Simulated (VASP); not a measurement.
Input of a VASP 6.6.1 run:

File INCAR:

```
  PREC = Accurate
  ENCUT = 520
  EDIFF = 1E-6
  ISMEAR = 0
  SIGMA = 0.03
  LREAL = False
  LASPH = True
  NELM = 100
  ALGO = Normal
  ISIF = 2
  LWAVE = False
  LCHARG = True
  GGA = PE
  IVDW = 12
  LELF = True
  LVHAR = True
  NBANDS = 11
```

The input KPOINTS:

```
regular mesh
0
Gamma
  18 18 18
```

Contents of POSCAR:

```
C
1.0
    0.0000000000      2.4720293745      3.2810314838
    1.1903872136      0.0000000000      3.2810314838
    1.1903872136      2.4720293745      0.0000000000
C
2
Direct
    0.1666966007      0.8333033993      0.1666966007
    0.8333033993      0.1666966007      0.8333033993
```

Potentials or basis: VASP PAW PBE potentials, release 64 (C).

Launch:

```bash
$ cat potpaw_PBE.64/C/POTCAR > POTCAR
$ mpirun -np 1 vasp_std > vasp.out
```

Problem. What does it give for the pressure?

Solution. -30.8 GPa.

Problem. Estimate the largest force.

Solution. 0.874 eV/Å.

Problem. Estimate the dispersion energy per atom.

Solution. -0.149 eV.

Forces in eV/Å, atoms in the order of the input:
```
C    0.000  0.874  0.000
C    0.000 -0.874  0.000
```

Caveat: the cell stands under tension.
